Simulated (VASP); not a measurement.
A run of VASP 6.6.1:

Contents of POSCAR:

```
Hf
1.0
    3.1984882090      0.0000000000      0.0000000000
   -1.5992441045      2.7699720426      0.0000000000
    0.0000000000      0.0000000000      5.0464397999
Hf
2
Direct
    0.3333333333      0.6666666667      0.7500000000
    0.6666666667      0.3333333333      0.2500000000
```

INCAR.step1

```
PREC = Accurate
ENCUT = 520
ISMEAR = 0
SIGMA = 0.05
LREAL = False
LASPH = True
NELM = 60
NBANDS = 17
GGA = PE
ALGO = Normal
EDIFF = 1E-4
LWAVE = True
LCHARG = False
```

File INCAR.step2:

```
PREC = Accurate
ENCUT = 520
EDIFF = 1E-6
ISMEAR = 0
SIGMA = 0.05
LREAL = False
LASPH = True
NELM = 60
ALGO = Normal
ISIF = 2
LWAVE = False
LCHARG = False
METAGGA = R2SCAN
LMIXTAU = True
NBANDS = 17
ISTART = 1
```

The input KPOINTS:

```
regular mesh
0
Gamma
  16 16 8
```

Potentials or basis: VASP PAW PBE potentials, release 64 (Hf_pv).

Run with:

```console
$ cat potpaw_PBE.64/Hf_pv/POTCAR > POTCAR
$ cp INCAR.step1 INCAR
$ mpirun -np 1 vasp_std > vasp.out
$ cp INCAR.step2 INCAR
$ mpirun -np 1 vasp_std > vasp.out
```

Hardware: 1 thread of Intel(R) Xeon(R) 6975P-C (Granite Rapids), with other jobs on the host.

Problem. How long does it take, and how much memory?

Solution. Wall time 2.1 min on 1 thread of Intel(R) Xeon(R) 6975P-C (Granite Rapids), with other jobs on the host, peak memory 0.23 GiB. Counts: k points 150.
